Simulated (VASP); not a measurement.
# TaN (Fm-3m) in VASP: a series of runs

The runs below take TaN through relaxation of cell and atoms, with PBEsol.

Program: VASP 6.6.1. These are calculated values, not measurements. Logs are shortened: lines on timing, memory, paths and dates and some standing lists are left out, and cuts for length are marked.

## (1) The cell of the first run

Symmetry: Fm-3m, No. 225, cubic system. The conventional cell has a = 4.423 Å, b = 4.423 Å, c = 4.423 Å, α = 90.00°, β = 90.00°, γ = 90.00°. Within 2.9 Å of Ta (site symmetry m-3m) lie 6 N at 2.21 Å. N (site symmetry m-3m) has 6 Ta at 2.21 Å within 2.9 Å.

## (2) Relaxation of cell and atoms, PBEsol

The input, INCAR:

```
SYSTEM = TaN
PREC = Accurate
ENCUT = 600
EDIFF = 1E-7
ISMEAR = -1
SIGMA = 0.05
LREAL = .FALSE.
LASPH = .TRUE.
NELM = 60
ALGO = Normal
ISIF = 3
LWAVE = .FALSE.
LCHARG = .FALSE.
GGA = PS
IBRION = 2
NSW = 60
EDIFFG = -0.01
```

The input, KPOINTS:

```
regular mesh
0
G
  10 10 10
  0 0 0
```

The input, POSCAR:

```
TaN
1.0
    0.0000000000      2.2113230000      2.2113230000
    2.2113230000      0.0000000000      2.2113230000
    2.2113230000      2.2113230000      0.0000000000
Ta N
1 1
Direct
    0.5000000000      0.5000000000      0.5000000000
    0.0000000000      0.0000000000      0.0000000000
```

Potentials or basis: VASP PAW PBE potentials, release 64 (Ta_pv, N).

Launch:

```sh
cat potpaw_PBE.64/Ta_pv/POTCAR potpaw_PBE.64/N/POTCAR > POTCAR
mpirun -np 1 vasp_std > vasp.out
```

OUTCAR:

```text
SYSTEM = TaN
   PREC = Accurate
   ENCUT = 600
   EDIFF = 1E-7
   ISMEAR = -1
   LREAL = .FALSE.
   LASPH = .TRUE.
   NELM = 60
   ISIF = 3
   GGA = PS
   IBRION = 2
   NSW = 60
   EDIFFG = -0.01

 ion  position               nearest neighbor table
   1  0.500  0.500  0.500-   2 2.21   2 2.21   2 2.21   2 2.21   2 2.21   2 2.21
   2  0.000  0.000  0.000-   1 2.21   1 2.21   1 2.21   1 2.21   1 2.21   1 2.21

  LATTYP: Found a face centered cubic cell.
 ALAT       =     4.4226460000

  Lattice vectors:

 A1 = (   0.0000000000,   2.2113230000,   2.2113230000)
 A2 = (   2.2113230000,   0.0000000000,   2.2113230000)
 A3 = (   2.2113230000,   2.2113230000,   0.0000000000)

Analysis of symmetry for initial positions (statically):
=====================================================================
 Subroutine PRICEL returns:
 Original cell was already a primitive cell.

 Routine SETGRP: Setting up the symmetry group for a
 face centered cubic supercell.

 Subroutine GETGRP returns: Found 48 space group operations
 (whereof 48 operations were pure point group operations)
 out of a pool of 48 trial point group operations.

The static configuration has the point symmetry O_h .

Analysis of symmetry for dynamics (positions and initial velocities):
=====================================================================
 Subroutine PRICEL returns:
 Original cell was already a primitive cell.

 Routine SETGRP: Setting up the symmetry group for a
 face centered cubic supercell.

 Subroutine GETGRP returns: Found 48 space group operations
 (whereof 48 operations were pure point group operations)
 out of a pool of 48 trial point group operations.

The dynamic configuration has the point symmetry O_h .

 Subroutine INISYM returns: Found 48 space group operations
 (whereof 48 operations are pure point group operations),
 and found     1 'primitive' translations

----------------------------------------------------------------------------------------

                                     Primitive cell

  volume of cell :      21.6265

  direct lattice vectors                    reciprocal lattice vectors
     0.000000000  2.211323000  2.211323000    -0.226108985  0.226108985  0.226108985
     2.211323000  0.000000000  2.211323000     0.226108985 -0.226108985  0.226108985
     2.211323000  2.211323000  0.000000000     0.226108985  0.226108985 -0.226108985

  length of vectors
     3.127282977  3.127282977  3.127282977     0.391632251  0.391632251  0.391632251

  position of ions in fractional coordinates (direct lattice)
     0.500000000  0.500000000  0.500000000
     0.000000000  0.000000000  0.000000000

  ion indices of the primitive-cell ions
   primitive index   ion index
                 1           1
                 2           2

----------------------------------------------------------------------------------------

 KPOINTS: regular mesh

Automatic generation of k-mesh.
 Grid dimensions read from file:
 generate k-points for:   10   10   10

 Generating k-lattice:

  Cartesian coordinates                     Fractional coordinates (reciprocal lattice)
    -0.022610899  0.022610899  0.022610899     0.100000000  0.000000000  0.000000000
     0.022610899 -0.022610899  0.022610899     0.000000000  0.100000000  0.000000000
     0.022610899  0.022610899 -0.022610899     0.000000000  0.000000000  0.100000000

  Length of vectors
     0.039163225  0.039163225  0.039163225

  Shift w.r.t. Gamma in fractional coordinates (k-lattice)
     0.000000000  0.000000000  0.000000000

 Subroutine IBZKPT returns following result:
 ===========================================

 Found     47 irreducible k-points:

 Following reciprocal coordinates:
            Coordinates               Weight
  0.000000  0.000000  0.000000      1.000000
  0.100000  0.000000  0.000000      8.000000
  0.200000  0.000000  0.000000      8.000000
  0.300000  0.000000  0.000000      8.000000
  0.400000  0.000000  0.000000      8.000000
  0.500000  0.000000  0.000000      4.000000
[... 16 lines left out ...]
  0.300000  0.300000  0.000000      6.000000
  0.400000  0.300000  0.000000     24.000000
 [... further k-points ...]
   k-points           NKPTS =     47   k-points in BZ     NKDIM =     47   number of bands    NBANDS=     12
   number of dos      NEDOS =    301   number of ions     NIONS =      2
   total plane-waves  NPLWV =  21952
   dimension x,y,z NGX =    28 NGY =   28 NGZ =   28
   dimension x,y,z NGXF=    56 NGYF=   56 NGZF=   56
   ions per type =               1   1
   NGX,Y,Z   is equivalent  to a cutoff of  14.88, 14.88, 14.88 a.u.
   NGXF,Y,Z  is equivalent  to a cutoff of  29.77, 29.77, 29.77 a.u.
 SYSTEM =  TaN
   PREC   = accura    normal or accurate (medium, high low for compatibility)
   ISTART =      0    job   : 0-new  1-cont  2-samecut
   ICHARG =      2    charge: 1-file 2-atom 10-const
   ISPIN  =      1    spin polarized calculation?
   LNONCOLLINEAR =      F non collinear calculations
   LSORBIT =      F    spin-orbit coupling
   LASPH  =      T    aspherical Exc in radial PAW
   ENCUT  =  600.0 eV  44.10 Ry    6.64 a.u.   6.25  6.25  6.25*2*pi/ulx,y,z
   NELM   =     60;   NELMIN=  2; NELMDL= -5     # of ELM steps
   EDIFF  = 0.1E-06   stopping-criterion for ELM
   LREAL  =      F    real-space projection
   EDIFFG = -.1E-01   stopping-criterion for IOM
   NSW    =     60    number of steps for IOM
   IBRION =      2    ionic relax: 0-MD 1-quasi-New 2-CG
   NFREE  =      1    steps in history (QN), initial steepest desc. (CG)
   ISIF   =      3    stress and relaxation
   ISYM   =      2    0-nonsym 1-usesym 2-fastsym
   POTIM  = 0.5000    time-step for ionic-motion
   TEBEG  =    0.0;   TEEND  =   0.0 temperature during run
   PSTRESS=    0.0 pullay stress
   NELECT =      16.0000    total number of electrons
   NUPDOWN=      -1.0000    fix difference up-down
   EMIN   =  10.00;   EMAX   =-10.00  energy-range for DOS
   EFERMI =   0.00;   METHOD = LEGACY
   ISMEAR =    -1;   SIGMA  =   0.05  broadening in eV -4-tet -1-fermi 0-gaus
   EFERMI_NEDOS =   21; number of points for ismear=-14 and -15
   IALGO  =     38    algorithm
   IMIX   =      4    mixing-type and parameters
     AMIX     =   0.40;   BMIX     =  1.00
     AMIX_MAG =   1.60;   BMIX_MAG =  1.00
  volume/ion in A,a.u.               =      10.81        72.97
  Fermi-wavevector in a.u.,A,eV,Ry     =   1.480651  2.798024 29.828417  2.192327
  Thomas-Fermi vector in A             =   2.594659
   LORBIT       =      0    0 simple, 1 ext, 2 COOP (PROOUT), +10 PAW based schemes
   GGA     = PS    functional components
   LHFCALC =     F    Hartree Fock is set to
   AEXX    =    0.0000 exact exchange contribution
   IVDW    =     0    specifies the selected vdW correction
   LEPSILON=     F    determine dielectric tensor
   LRPA    =     F    only Hartree local field effects (RPA)
 conjugate gradient relaxation of ions
 non-spin polarized calculation
  energy-cutoff  :      600.00
  volume of cell :       21.63
 maximum number of plane-waves:       740
 NGX is ok and might be reduce to    28
   NGX = 13   NGY = 13   NGZ = 13

--------------------------------------- Ionic step        1  -------------------------------------------

 number of electron      15.9999999 magnetization

 Free energy of the ion-electron system (eV)
  ---------------------------------------------------
  ext. energy  EPLUGINS =         0.00000000
  ---------------------------------------------------
  free energy    TOTEN  =       -23.21029461 eV

  energy without entropy =      -23.20411939  energy(sigma->0) =      -23.20720700

------------------------ aborting loop because EDIFF is reached ----------------------------------------

  FORCE on cell =-STRESS in cart. coord.  units (eV):
  Direction    XX          YY          ZZ          XY          YZ          ZX
  --------------------------------------------------------------------------------------
  -------------------------------------------------------------------------------------
  Total       -1.3510152     -1.3510152     -1.3510152     -0.0000000      0.0000000      0.0000000
  in kB     -100.0885193   -100.0885193   -100.0885193     -0.0000000      0.0000000      0.0000000
  external PRESSURE =    -100.0885193 kB  Pullay stress =       0.0000000 kB
[... 21 lines left out ...]
  energy  without entropy=      -23.2041193896  energy(sigma->0) =      -23.20720700

--------------------------------------- Ionic step        2  -------------------------------------------

 number of electron      16.0000000 magnetization

 E-fermi :  10.3571     XC(G=0): -14.0493

 val. band max:       10.2531363348   @ k =  -0.2000   0.2000   0.0000
 cond. band min:      10.3713525574   @ k =   0.0000   0.0000   0.0000
 fundamental gap:      0.1182162225
 Fermi energy:        10.3571026848

 k-point     1 :       0.0000    0.0000    0.0000
  band No.  band energies     occupation
      1     -25.2224      2.00000
      2     -25.2224      2.00000
      3     -25.2224      2.00000
      4      -9.1524      2.00000
      5       6.3181      2.00000
      6       6.3181      2.00000
      7       6.3181      2.00000
      8       7.9549      2.00000
      9       7.9549      2.00000
     10       7.9549      2.00000
     11      10.3714      0.85846
     12      10.3714      0.85846
[... 414 lines left out ...]
  energy  without entropy=      -23.2248049624  energy(sigma->0) =      -23.22777240

--------------------------------------- Ionic step        4  -------------------------------------------

 number of electron      16.0000000 magnetization

 Free energy of the ion-electron system (eV)
  ---------------------------------------------------
  ext. energy  EPLUGINS =         0.00000000
  ---------------------------------------------------
  free energy    TOTEN  =       -23.23075278 eV

  energy without entropy =      -23.22482189  energy(sigma->0) =      -23.22778733

 E-fermi :   9.5477     XC(G=0): -13.6607

 val. band max:        9.5456237196   @ k =   0.0000   0.0000   0.0000
 cond. band min:       9.5871325294   @ k =  -0.3000   0.3000   0.1000
 fundamental gap:      0.0415088097
 Fermi energy:         9.5477428090

 k-point     1 :       0.0000    0.0000    0.0000
  band No.  band energies     occupation
      1     -26.1704      2.00000
      2     -26.1704      2.00000
      3     -26.1704      2.00000
      4      -9.3836      2.00000
      5       5.7030      2.00000
      6       5.7030      2.00000
      7       5.7030      2.00000
      8       7.3525      2.00000
      9       7.3525      2.00000
     10       7.3525      2.00000
     11       9.5456      1.02119
     12       9.5456      1.02119
[... 374 lines left out ...]
  FREE ENERGIE OF THE ION-ELECTRON SYSTEM (eV)
  ---------------------------------------------------
  free  energy   TOTEN  =       -23.2307527760 eV

  energy  without entropy=      -23.2248218904  energy(sigma->0) =      -23.22778733

 reached required accuracy - stopping structural energy minimisation
```

Wall time 54 s (1 thread of Intel Xeon Platinum 8488C (Sapphire Rapids), shared host); peak memory 0.18 GiB.

What came out:

```
Free energy                           : -23.2308 eV
Relaxed volume                        : 10.50 Å³/atom
Relaxed cell                          : a = 3.096 Å, b = 3.096 Å, c = 3.096 Å, α = 60.00°, β = 60.00°, γ = 60.00°
Space group after relaxing (to 0.1 Å) : Fm-3m (No. 225)
Energy gained by relaxing             : 10.2 meV/atom
Ionic steps                           : 4
Pressure after relaxing               : 0.0 GPa
```

Step by step:
```
step  energy change (eV)  largest force (eV/Å)  pressure (GPa)  volume (Å³)
   1              0.0000                0.0000          -10.01        21.63
   2              0.0996                0.0000           29.10        19.58
   3             -0.0204                0.0000           -0.25        21.01
   4             -0.0205                0.0000           -0.03        20.99
```

Final structure:
```xyz
2
Lattice="0.0000 2.1895 2.1895 2.1895 0.0000 2.1895 2.1895 2.1895 0.0000" Properties=species:S:1:pos:R:3 pbc="T T T"
Ta    2.1895    2.1895    2.1895
N     0.0000    2.1895    2.1895
```

Levels at points of the mesh, in eV from the Fermi level:
```
           k point  band 5  band 6  band 7  band 8  band 9  band 10  band 11  band 12
(0.00, 0.00, 0.00)   -3.84   -3.84   -3.84   -2.20   -2.20    -2.20     0.00     0.00
(0.50, 0.00, 0.00)  -10.53   -7.70   -7.70    1.92    1.92     2.02     3.82     7.67
(0.50, 0.50, 0.00)   -6.68   -5.62   -4.66   -4.66    2.10     3.60     3.60     4.67
```

Caveat: the highest band is partly filled, so the run has too few bands; the PAW data sets were made with another functional, which shifts forces and pressure a little; spin-orbit coupling is left out, which moves the levels of the heavy elements.

## (3) Relaxation of cell and atoms, PBEsol, target pressure 2 GPa, at which the enthalpy is minimised

The input, INCAR:

```
PREC = Accurate
ENCUT = 600
EDIFF = 1E-6
ISMEAR = -1
SIGMA = 0.05
LREAL = F
LASPH = T
NELM = 80
ALGO = Normal
ISIF = 3
LWAVE = F
LCHARG = F
GGA = PS
IBRION = 2
NSW = 60
EDIFFG = -0.01
PSTRESS = 20.0
```

The input, KPOINTS:

```
regular mesh
0
Gamma
  10 10 10
```

POSCAR is that of step 2.

Potentials or basis: VASP PAW PBE potentials, release 64 (Ta_pv, N).

Launch:

```sh
cat potpaw_PBE.64/Ta_pv/POTCAR potpaw_PBE.64/N/POTCAR > POTCAR
mpirun -np 1 vasp_std > vasp.out
```

Wall time 53 s (1 thread of Intel Xeon Platinum 8488C (Sapphire Rapids), shared host); peak memory 0.18 GiB.

The run converged. Its results:

```
Free energy                                                : -23.2301 eV
Relaxed volume                                             : 10.44 Å³/atom
Relaxed cell                                               : a = 3.091 Å, b = 3.091 Å, c = 3.091 Å, α = 60.00°, β = 60.00°, γ = 60.00°
Space group after relaxing (to 0.1 Å)                      : Fm-3m (No. 225)
Energy change on relaxing (the run minimises the enthalpy) : -9.9 meV/atom
Ionic steps                                                : 4
Pressure after relaxing                                    : 1.9 GPa
```

The path:
```
step  energy change (eV)  largest force (eV/Å)  pressure (GPa)  volume (Å³)
   1              0.0000                0.0000          -10.00        21.63
   2              0.1828                0.0000           39.26        19.19
   3             -0.0200                0.0000            1.61        20.90
   4             -0.0198                0.0000            1.93        20.88
```

Final structure:
```
CELL_PARAMETERS angstrom
0.00000 2.18549 2.18549
2.18549 0.00000 2.18549
2.18549 2.18549 0.00000
ATOMIC_POSITIONS crystal
Ta 0.50000 0.50000 0.50000
N 0.00000 0.00000 0.00000
```

Levels at points of the mesh, in eV from the Fermi level:
```
           k point  band 5  band 6  band 7  band 8  band 9  band 10  band 11  band 12
(0.00, 0.00, 0.00)   -3.86   -3.86   -3.86   -2.21   -2.21    -2.21     0.00     0.00
(0.50, 0.00, 0.00)  -10.58   -7.74   -7.74    1.93    1.93     2.04     3.84     7.73
(0.50, 0.50, 0.00)   -6.69   -5.66   -4.67   -4.67    2.12     3.63     3.63     4.73
```

Caveat: the cell is relaxed towards a set pressure, so the run minimises the enthalpy, not the energy; the highest band is partly filled, so the run has too few bands; the PAW data sets were made with another functional, which shifts forces and pressure a little; spin-orbit coupling is left out, which moves the levels of the heavy elements.
